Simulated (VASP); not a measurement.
Wanted: the native input for a VASP 6.6.1 run.

```yaml
Task: relaxation of cell and atoms
Functional: RPBE
Dispersion: D3(BJ)
Potentials_or_basis: VASP PAW PBE potentials, release 64 (Cl, Na_pv)
Cutoff: 600 eV
k_mesh: 8 × 8 × 8
Occupations: fermi-dirac, width 0.05 eV
Spin: no spin polarisation
Dipole_correction: no
Further_INCAR_settings: ALGO = Normal; EDIFF = 1e-06; IBRION = 2; EDIFFG = -0.01; NSW = 80; ISIF = 3
```

The structure of NaCl lies in POSCAR:

```
NaCl
1.0
    0.0000000000      2.7940632177      2.7940632177
    2.7940632177      0.0000000000      2.7940632177
    2.7940632177      2.7940632177      0.0000000000
Cl Na
1 1
Direct
    0.5000000000      0.5000000000      0.5000000000
    0.0000000000      0.0000000000      0.0000000000
```

The input as run:

INCAR

```
ALGO = Normal ; EDIFF = 1E-6
EDIFFG = -0.01 ; ENCUT = 600
GGA = RP ; IBRION = 2
ISIF = 3 ; ISMEAR = -1
IVDW = 12 ; LASPH = T
LCHARG = F ; LREAL = F
LWAVE = F ; NELM = 60
NSW = 80 ; PREC = Accurate
SIGMA = 0.05
```

KPOINTS

```
k-points
0
Gamma
  8 8 8
```

Potentials or basis: VASP PAW PBE potentials, release 64 (Cl, Na_pv).

The run is started by

```sh
$ cat potpaw_PBE.64/Cl/POTCAR potpaw_PBE.64/Na_pv/POTCAR > POTCAR
$ mpirun -np 1 vasp_std > vasp.out
```

Results of the run:

```json
{
 "Relaxed volume": "17.84 Å³/atom",
 "Relaxed cell": "a = 3.695 Å, b = 3.695 Å, c = 3.695 Å, α = 60.00°, β = 60.00°, γ = 60.00°",
 "Space group after relaxing (to 0.05 Å)": "Fm-3m (No. 225)",
 "Energy gained by relaxing": "90.4 meV/atom",
 "Ionic steps": "4",
 "Pressure after relaxing": "0.1 GPa",
 "Band gap on the k mesh": "6.47 eV, direct",
 "Dispersion energy per atom": "-1.207 eV"
}
```

Caveat: the volume moved by over 15 % at a fixed basis, so the end points are rough; the PAW data sets were made with another functional, which shifts forces and pressure a little.

Wall time 36 s on 1 thread of Intel(R) Xeon(R) Platinum 8259CL CPU @ 2.50GHz (Skylake/Cascade Lake), with other jobs on the host, peak memory 0.18 GiB.
